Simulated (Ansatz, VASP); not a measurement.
# TePd in VASP and in Ansatz

File INCAR:

```
PREC = Accurate ; ENCUT = 520
EDIFF = 1E-6 ; ISMEAR = -1
SIGMA = 0.1 ; LREAL = False
LASPH = True ; NELM = 80
ALGO = Normal ; ISIF = 2
LWAVE = False ; LCHARG = True
LELF = True ; LVHAR = True
NBANDS = 15
```

KPOINTS

```
regular mesh
0
Gamma
  12 12 12
```

The input POSCAR:

```
TePd
1.0
    0.0000000000      2.7363044718      2.7363044718
    2.7363044718      0.0000000000      2.7363044718
    2.7363044718      2.7363044718      0.0000000000
Pd Te
1 1
Direct
    0.0000000000      0.0000000000      0.0000000000
    0.2500000000      0.2500000000      0.2500000000
```

Input for Ansatz:

```yaml
crystal:
  lattice:
    - [0.0, 2.7363044718, 2.7363044718]
    - [2.7363044718, 0.0, 2.7363044718]
    - [2.7363044718, 2.7363044718, 0.0]
  atoms:
    - { symbol: Pd, position: [0.0, 0.0, 0.0] }
    - { symbol: Te, position: [0.25, 0.25, 0.25] }
kpoints:
  mp_grid: { grid: [12, 12, 12] }
scf:
  occupations: { method: fermi_dirac, width: 0.1 }
hamiltonian:
  xc: lda
  pseudopotentials: { kind: all_electron, lapw: { basis_error: 0.001 } }
output:
  forces: true
  stress: true
  eigenvalues: true
  populations: true
```

Change from the starting cell: volume scaled by 0.8, LAPW.

Alike in both runs: task single point; functional LDA; k mesh 12 × 12 × 12; occupations fermi-dirac, width 0.1 eV; no spin polarisation.

```csv
,VASP,Ansatz
version,VASP 6.6.1,Ansatz 0.2.0
potentials or method,"VASP PAW LDA potentials, release 64 (Pd, Te), cutoff 520 eV","all-electron LAPW, scalar-relativistic"
```

|  | VASP | Ansatz | Ansatz less VASP |
| --- | --- | --- | --- |
| pressure (GPa) | 34.5 | 34.6 | +0.12 |

LDA's correlation is that of Perdew and Zunger in VASP and of Perdew and Wang (1992) in Ansatz. Both programs put the cell under a high pressure, so it lies far from rest at this level. Ansatz ran all-electron here, and VASP with PAW potentials.

Neither program's run includes spin-orbit coupling.
